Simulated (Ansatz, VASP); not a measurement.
**I: VASP beside Ansatz**

```xyz
1
Lattice="-1.6175 1.6175 4.2648 1.6175 -1.6175 4.2648 1.6175 1.6175 -4.2648" Properties=species:S:1:pos:R:3 pbc="T T T"
I     0.0000    0.0000    0.0000
```

Alike in both runs: task single point; functional RPBE; k mesh 11 × 11 × 11; occupations gaussian, width 0.1 eV; no spin polarisation.

|  | VASP | Ansatz |
| --- | --- | --- |
| version | VASP 6.6.1 | Ansatz 0.2.0 |
| potentials or method | VASP PAW PBE potentials, release 64 (I), cutoff 520 eV | all-electron LAPW, scalar-relativistic |

|  | VASP | Ansatz | Ansatz less VASP |
| --- | --- | --- | --- |
| gap on the k mesh at the Fermi level (eV) | none | none | - |
| pressure (GPa) | 1.3 | 1.3 | +0.05 |
| traceless stress, the component that is largest in VASP (GPa) | -0.18 | -0.22 | -0.046 |

VASP's potentials were made for PBE, not for RPBE. A gap of «none» marks a metal or a gap that the smearing closes. Ansatz ran all-electron here, and VASP with PAW potentials.

Spin-orbit coupling is off throughout.
